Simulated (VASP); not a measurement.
A run of VASP 6.6.1 is set up as follows.

INCAR

```
PREC = Accurate ; ENCUT = 600
EDIFF = 1E-7 ; ISMEAR = -1
SIGMA = 0.02 ; LREAL = False
LASPH = True ; NELM = 120
ALGO = Normal ; ISIF = 3
LWAVE = False ; LCHARG = False
GGA = PE ; IBRION = 2
NSW = 80 ; EDIFFG = -0.01
GGA_COMPAT = False ; NELMIN = 4
```

The input KPOINTS:

```
Automatic mesh
0
Gamma
  10 10 10
```

The input POSCAR:

```
HfO2
1.0
    0.0000000000      2.5575000000      2.5575000000
    2.5575000000      0.0000000000      2.5575000000
    2.5575000000      2.5575000000      0.0000000000
Hf O
1 2
Direct
    0.0000000000      0.0000000000      0.0000000000
    0.2500000000      0.2500000000      0.2500000000
    0.7500000000      0.7500000000      0.7500000000
```

Potentials or basis: VASP PAW PBE potentials, release 64 (Hf_pv, O).

Command:

```sh
$ cat potpaw_PBE.64/Hf_pv/POTCAR potpaw_PBE.64/O/POTCAR > POTCAR
$ mpirun -np 1 vasp_std > vasp.out
```

(1) Predict the space group after relaxing (to 0.1 Å).

(2) What does it give for the relaxed volume?

(3) Predict the relaxed cell.

(4) Predict the band gap on the k mesh.

Answers

(1) Fm-3m (No. 225).

(2) 10.87 Å³/atom.

(3) a = 3.586 Å, b = 3.586 Å, c = 3.586 Å, α = 60.00°, β = 60.00°, γ = 60.00°.

(4) 3.80 eV.

Caveat: spin-orbit coupling is left out, which moves the levels of the heavy elements.
